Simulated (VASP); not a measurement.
# TiAl (P-6m2) in VASP: a series of runs

TiAl is run at these levels: PBE; tasks: single point, relaxation of cell and atoms.

Everything below comes from runs of VASP 6.6.1. Logs are shortened: lines on timing, memory, paths and dates and some standing lists are left out, and cuts for length are marked.

### Step 1. The cell of the first run

It takes space group P-6m2 (No. 187, hexagonal). The conventional cell has a = 2.881 Å, b = 2.881 Å, c = 4.649 Å, α = 90.00°, β = 90.00°, γ = 120.00°. Within 3.8 Å of Ti (site symmetry -6m2) lie 6 Al at 2.86 Å and 6 Ti at 2.88 Å. Al (site symmetry -6m2) has 6 Ti at 2.86 Å and 6 Al at 2.88 Å within 3.8 Å.

### Step 2. Single point, PBE

The input, INCAR:

```
PREC = Accurate ; ENCUT = 520
EDIFF = 1E-7 ; ISMEAR = 0
SIGMA = 0.1 ; LREAL = False
LASPH = True ; NELM = 100
ALGO = Normal ; ISIF = 2
LWAVE = False ; LCHARG = True
GGA = PE ; LELF = True
LVHAR = True ; NBANDS = 14
```

The input, KPOINTS:

```
Automatic mesh
0
Gamma
  18 18 10
```

The input, POSCAR:

```
TiAl
1.0
    2.8811175745      0.0000000000      0.0000000000
   -1.4405587872      2.4951210108      0.0000000000
    0.0000000000      0.0000000000      4.6486395725
Ti Al
1 1
Direct
    0.0000000000      0.0000000000      0.0000000000
    0.3333333333      0.6666666667      0.5000000000
```

Potentials or basis: VASP PAW PBE potentials, release 64 (Ti_sv, Al).

Launch:

```
cat potpaw_PBE.64/Ti_sv/POTCAR potpaw_PBE.64/Al/POTCAR > POTCAR
mpirun -np 1 vasp_std > vasp.out
```

OUTCAR:

```text
PREC = Accurate
   ENCUT = 520
   EDIFF = 1E-7
   ISMEAR = 0
   LREAL = False
   LASPH = True
   NELM = 100
   ISIF = 2
   GGA = PE

 ion  position               nearest neighbor table
   1  0.000  0.000  0.000-   2 2.86   2 2.86   2 2.86   2 2.86   2 2.86   2 2.86
   2  0.333  0.667  0.500-   1 2.86   1 2.86   1 2.86   1 2.86   1 2.86   1 2.86

  LATTYP: Found a hexagonal cell.
 ALAT       =     2.8811175745
 C/A-ratio  =     1.6134848552

  Lattice vectors:

 A1 = (   2.8811175745,   0.0000000000,   0.0000000000)
 A2 = (  -1.4405587872,   2.4951210108,   0.0000000000)
 A3 = (   0.0000000000,   0.0000000000,   4.6486395725)

Analysis of symmetry for initial positions (statically):
=====================================================================
 Subroutine PRICEL returns:
 Original cell was already a primitive cell.

 Routine SETGRP: Setting up the symmetry group for a
 hexagonal supercell.

 Subroutine GETGRP returns: Found 12 space group operations
 (whereof 12 operations were pure point group operations)
 out of a pool of 24 trial point group operations.

The static configuration has the point symmetry D_3h.

Analysis of symmetry for dynamics (positions and initial velocities):
=====================================================================
 Subroutine PRICEL returns:
 Original cell was already a primitive cell.

 Routine SETGRP: Setting up the symmetry group for a
 hexagonal supercell.

 Subroutine GETGRP returns: Found 12 space group operations
 (whereof 12 operations were pure point group operations)
 out of a pool of 24 trial point group operations.

The dynamic configuration has the point symmetry D_3h.

 Subroutine INISYM returns: Found 12 space group operations
 (whereof 12 operations are pure point group operations),
 and found     1 'primitive' translations

----------------------------------------------------------------------------------------

                                     Primitive cell

  volume of cell :      33.4178

  direct lattice vectors                    reciprocal lattice vectors
     2.881117575  0.000000000  0.000000000     0.347087536  0.200391082  0.000000000
    -1.440558787  2.495121011  0.000000000     0.000000000  0.400782165  0.000000000
     0.000000000  0.000000000  4.648639572     0.000000000  0.000000000  0.215116699

  length of vectors
     2.881117575  2.881117574  4.648639572     0.400782165  0.400782165  0.215116699

  position of ions in fractional coordinates (direct lattice)
     0.000000000  0.000000000  0.000000000
     0.333333333  0.666666667  0.500000000

  ion indices of the primitive-cell ions
   primitive index   ion index
                 1           1
                 2           2

----------------------------------------------------------------------------------------

 KPOINTS: Automatic mesh

Automatic generation of k-mesh.
 Grid dimensions read from file:
 generate k-points for:   18   18   10

 Generating k-lattice:

  Cartesian coordinates                     Fractional coordinates (reciprocal lattice)
     0.019282641  0.011132838  0.000000000     0.055555556  0.000000000  0.000000000
     0.000000000  0.022265676  0.000000000     0.000000000  0.055555556  0.000000000
     0.000000000  0.000000000  0.021511670     0.000000000  0.000000000  0.100000000

  Length of vectors
     0.022265676  0.022265676  0.021511670

  Shift w.r.t. Gamma in fractional coordinates (k-lattice)
     0.000000000  0.000000000  0.000000000

 Subroutine IBZKPT returns following result:
 ===========================================

 Found    222 irreducible k-points:

 Following reciprocal coordinates:
            Coordinates               Weight
  0.000000  0.000000  0.000000      1.000000
  0.055556  0.000000  0.000000      6.000000
  0.111111  0.000000  0.000000      6.000000
  0.166667  0.000000  0.000000      6.000000
  0.222222 -0.000000  0.000000      6.000000
  0.277778  0.000000  0.000000      6.000000
[... 16 lines left out ...]
  0.333333  0.111111  0.000000     12.000000
  0.388889  0.111111  0.000000     12.000000
 [... further k-points ...]
   k-points           NKPTS =    222   k-points in BZ     NKDIM =    222   number of bands    NBANDS=     14
   number of dos      NEDOS =    301   number of ions     NIONS =      2
   total plane-waves  NPLWV =  20736
   dimension x,y,z NGX =    24 NGY =   24 NGZ =   36
   dimension x,y,z NGXF=    48 NGYF=   48 NGZF=   72
   ions per type =               1   1
   NGX,Y,Z   is equivalent  to a cutoff of  13.85, 13.85, 12.87 a.u.
   NGXF,Y,Z  is equivalent  to a cutoff of  27.70, 27.70, 25.75 a.u.
 SYSTEM =  unknown system
   PREC   = accura    normal or accurate (medium, high low for compatibility)
   ISTART =      0    job   : 0-new  1-cont  2-samecut
   ICHARG =      2    charge: 1-file 2-atom 10-const
   ISPIN  =      1    spin polarized calculation?
   LNONCOLLINEAR =      F non collinear calculations
   LSORBIT =      F    spin-orbit coupling
   LASPH  =      T    aspherical Exc in radial PAW
   ENCUT  =  520.0 eV  38.22 Ry    6.18 a.u.   5.36  5.36  8.64*2*pi/ulx,y,z
   NELM   =    100;   NELMIN=  2; NELMDL= -5     # of ELM steps
   EDIFF  = 0.1E-06   stopping-criterion for ELM
   LREAL  =      F    real-space projection
   EDIFFG = 0.1E-05   stopping-criterion for IOM
   NSW    =      0    number of steps for IOM
   IBRION =     -1    ionic relax: 0-MD 1-quasi-New 2-CG
   NFREE  =      0    steps in history (QN), initial steepest desc. (CG)
   ISIF   =      2    stress and relaxation
   ISYM   =      2    0-nonsym 1-usesym 2-fastsym
   POTIM  = 0.5000    time-step for ionic-motion
   TEBEG  =    0.0;   TEEND  =   0.0 temperature during run
   PSTRESS=    0.0 pullay stress
   NELECT =      15.0000    total number of electrons
   NUPDOWN=      -1.0000    fix difference up-down
   EMIN   =  10.00;   EMAX   =-10.00  energy-range for DOS
   EFERMI =   0.00;   METHOD = LEGACY
   ISMEAR =     0;   SIGMA  =   0.10  broadening in eV -4-tet -1-fermi 0-gaus
   EFERMI_NEDOS =   21; number of points for ismear=-14 and -15
   IALGO  =     38    algorithm
   IMIX   =      4    mixing-type and parameters
     AMIX     =   0.40;   BMIX     =  1.00
     AMIX_MAG =   1.60;   BMIX_MAG =  1.00
  volume/ion in A,a.u.               =      16.71       112.76
  Fermi-wavevector in a.u.,A,eV,Ry     =   1.253466  2.368707 21.377148  1.571176
  Thomas-Fermi vector in A             =   2.387317
   LORBIT       =      0    0 simple, 1 ext, 2 COOP (PROOUT), +10 PAW based schemes
   GGA     = PE    functional components
   LHFCALC =     F    Hartree Fock is set to
   AEXX    =    0.0000 exact exchange contribution
   IVDW    =     0    specifies the selected vdW correction
   LEPSILON=     F    determine dielectric tensor
   LRPA    =     F    only Hartree local field effects (RPA)
 non-spin polarized calculation
 Gauss-broadening in eV      SIGMA  =   0.10
  energy-cutoff  :      520.00
  volume of cell :       33.42
 maximum number of plane-waves:       923
 NGX is ok and might be reduce to    24
   NGX = 11   NGY = 11   NGZ = 17

 number of electron      15.0000001 magnetization

 Free energy of the ion-electron system (eV)
  ---------------------------------------------------
  ext. energy  EPLUGINS =         0.00000000
  ---------------------------------------------------
  free energy    TOTEN  =       -12.09017971 eV

  energy without entropy =      -12.07713465  energy(sigma->0) =      -12.08365718

 E-fermi :   7.8182     XC(G=0): -10.9187

 val. band max:        7.8061390934   @ k =   0.3333   0.2778   0.4000
 cond. band min:       7.8209312825   @ k =   0.3333   0.2778   0.3000
 fundamental gap:      0.0147921892
 Fermi energy:         7.8182328739

 k-point     1 :       0.0000    0.0000    0.0000
  band No.  band energies     occupation
      1     -48.7190      2.00000
      2     -25.0373      2.00000
      3     -24.6345      2.00000
      4     -24.6345      2.00000
      5      -1.0687      2.00000
      6       5.5747      2.00000
      7       6.0759      2.00000
      8       9.0867      0.00000
      9       9.0867      0.00000
     10      10.5431      0.00000
     11      10.5431      0.00000
     12      11.8265      0.00000
     13      20.5764      0.00000
     14      20.5764      0.00000

 k-point     2 :       0.0556    0.0000    0.0000
  band No.  band energies     occupation
      1     -48.7163      2.00000
      2     -25.0346      2.00000
      3     -24.6516      2.00000
      4     -24.6384      2.00000
      5      -0.9926      2.00000
      6       5.6570      2.00000
      7       6.0838      2.00000
      8       9.0130      0.00000
      9       9.1481      0.00000
     10      10.5220      0.00000
     11      10.5632      0.00000
     12      11.8434      0.00000
     13      19.2795      0.00000
     14      19.8082      0.00000

 k-point     3 :       0.1111    0.0000    0.0000
  band No.  band energies     occupation
      1     -48.7086      2.00000
      2     -25.0269      2.00000
      3     -24.7005      2.00000
      4     -24.6495      2.00000
      5      -0.7653      2.00000
      6       5.8936      2.00000
      7       6.1063      2.00000
      8       8.8106      0.00000
      9       9.3286      0.00000
     10      10.4618      0.00000
     11      10.6256      0.00000
     12      11.8904      0.00000
     13      17.4542      0.00000
     14      18.8888      0.00000
[... 324 lines left out ...]
 k-point    23 :       0.3333    0.1111    0.0000
  band No.  band energies     occupation
      1     -48.6369      2.00000
      2     -25.1079      2.00000
      3     -24.9554      2.00000
      4     -24.7837      2.00000
      5       2.6478      2.00000
      6       6.4005      2.00000
      7       6.6206      2.00000
      8       7.3489      2.00000
      9       9.5070      0.00000
     10      10.6511      0.00000
     11      11.8421      0.00000
     12      12.1565      0.00000
     13      13.1626      0.00000
     14      14.1119      0.00000

 k-point    24 :       0.3889    0.1111    0.0000
  band No.  band energies     occupation
      1     -48.6295      2.00000
      2     -25.1479      2.00000
      3     -24.9481      2.00000
      4     -24.7977      2.00000
      5       3.6049      2.00000
      6       5.8417      2.00000
      7       6.4462      2.00000
      8       7.0724      2.00000
      9       9.3889      0.00000
     10      10.8817      0.00000
     11      11.8301      0.00000
     12      12.4874      0.00000
     13      13.3159      0.00000
     14      14.2563      0.00000

 [... further k-points ...]

------------------------ aborting loop because EDIFF is reached ----------------------------------------

  FORCE on cell =-STRESS in cart. coord.  units (eV):
  Direction    XX          YY          ZZ          XY          YZ          ZX
  --------------------------------------------------------------------------------------
  -------------------------------------------------------------------------------------
  Total       -0.0205744     -0.0205744     -0.0089178     -0.0000000      0.0000000      0.0000000
  in kB       -0.9864163     -0.9864163     -0.4275508     -0.0000000      0.0000000      0.0000000
  external PRESSURE =      -0.8001278 kB  Pullay stress =       0.0000000 kB

 VOLUME and BASIS-vectors are now :
 -----------------------------------------------------------------------------
  energy-cutoff  :      520.00
  volume of cell :       33.42
      direct lattice vectors                 reciprocal lattice vectors
     2.881117575  0.000000000  0.000000000     0.347087536  0.200391082  0.000000000
    -1.440558787  2.495121011  0.000000000     0.000000000  0.400782165  0.000000000
     0.000000000  0.000000000  4.648639572     0.000000000  0.000000000  0.215116699

 POSITION                                       TOTAL-FORCE (eV/Angst)
 -----------------------------------------------------------------------------------
      0.00000      0.00000      0.00000        -0.000000      0.000000      0.000000
     -0.00000      1.66341      2.32432         0.000000     -0.000000      0.000000
 -----------------------------------------------------------------------------------
    total drift:                                0.000000     -0.000000      0.000000

  FREE ENERGIE OF THE ION-ELECTRON SYSTEM (eV)
  ---------------------------------------------------
  free  energy   TOTEN  =       -12.0901797066 eV

  energy  without entropy=      -12.0771346524  energy(sigma->0) =      -12.08365718
```

It took 52 s on 1 thread of Intel Xeon Platinum 8488C (Sapphire Rapids), shared host; peak memory 0.24 GiB.

What came out:

* Free energy: -12.0902 eV
* Pressure: -0.1 GPa
* Band gap on the k mesh: zero (an odd number of electrons rules out a gap without spin polarisation)

Levels at points of the mesh, in eV from the Fermi level:
```
           k point  band 3  band 4  band 5  band 6  band 7  band 8  band 9  band 10  band 11  band 12
(0.00, 0.00, 0.00)  -32.45  -32.45   -8.89   -2.24   -1.74    1.27    1.27     2.72     2.72     4.01
(0.50, 0.00, 0.00)  -32.77  -32.58   -3.70   -2.84   -1.50   -0.95    2.07     3.89     4.04     4.19
(0.00, 0.00, 0.50)  -32.45  -32.45   -7.97   -5.24   -0.37    1.28    1.28     2.64     2.64     6.95
(0.50, 0.00, 0.50)  -32.77  -32.58   -3.64   -2.39   -1.80    0.51    0.97     1.86     3.00     3.89
```

### Step 3. Relaxation of cell and atoms, PBE

This run uses another cell than the first one, of 16.65 Å³/atom.

The input, INCAR:

```
PREC = Accurate
ENCUT = 600
EDIFF = 1E-6
ISMEAR = 0
SIGMA = 0.1
LREAL = False
LASPH = True
NELM = 80
ALGO = Normal
ISIF = 3
LWAVE = False
LCHARG = False
GGA = PE
IBRION = 2
NSW = 100
EDIFFG = -0.01
```

The input, KPOINTS:

```
regular mesh
0
Gamma
  18 18 10
```

The input, POSCAR:

```
TiAl
1.0
    2.8672622327      0.0000000000      0.0000000000
   -1.4336311163      2.4831219328      0.0000000000
    0.0000000000      0.0000000000      4.6780830000
Ti Al
1 1
Direct
    0.0000000000      0.0000000000      0.0000000000
    0.3333333300      0.6666666700      0.5000000000
```

Potentials or basis: VASP PAW PBE potentials, release 64 (Ti_sv, Al).

Launch:

```
cat potpaw_PBE.64/Ti_sv/POTCAR potpaw_PBE.64/Al/POTCAR > POTCAR
mpirun -np 1 vasp_std > vasp.out
```

It took 97 s on 1 thread of Intel Xeon Platinum 8488C (Sapphire Rapids), shared host; peak memory 0.25 GiB.

The run converged. Its results:

| Item | Value |
| --- | --- |
| Free energy | -12.0902 eV |
| Relaxed volume | 16.71 Å³/atom |
| Relaxed cell | a = 2.880 Å, b = 2.880 Å, c = 4.651 Å, α = 90.00°, β = 90.00°, γ = 120.00° |
| Space group after relaxing (to 0.1 Å) | P-6m2 (No. 187) |
| Energy gained by relaxing | 0.5 meV/atom |
| Ionic steps | 3 |
| Pressure after relaxing | 0.0 GPa |
| Band gap on the k mesh | zero (an odd number of electrons rules out a gap without spin polarisation) |

Stress tensor (GPa, compression positive):
```
 0.05  0.00  0.00
 0.00  0.05  0.00
 0.00  0.00 -0.03
```

The path:
```tsv
step	energy change (eV)	largest force (eV/Å)	pressure (GPa)	volume (Å³)
1	0.0000	0.0000	0.15	33.31
2	-0.0010	0.0000	-0.03	33.38
3	-0.0011	0.0000	0.02	33.42
```

Final structure:
```
Ti Al
1.0
     2.88032    0.00000    0.00000
    -1.44016    2.49443    0.00000
     0.00000    0.00000    4.65103
Ti Al
1 1
Direct
  0.00000 0.00000 0.00000
  0.33333 0.66667 0.50000
```

Levels at points of the mesh, in eV from the Fermi level:
```csv
k point,band 5,band 6,band 7,band 8,band 9,band 10
"(0.00, 0.00, 0.00)",-8.89,-2.25,-1.75,1.27,1.27,2.73
"(0.50, 0.00, 0.00)",-3.70,-2.84,-1.50,-0.95,2.07,3.89
"(0.00, 0.00, 0.50)",-7.97,-5.24,-0.37,1.28,1.28,2.65
"(0.50, 0.00, 0.50)",-3.64,-2.39,-1.80,0.51,0.97,1.86
```
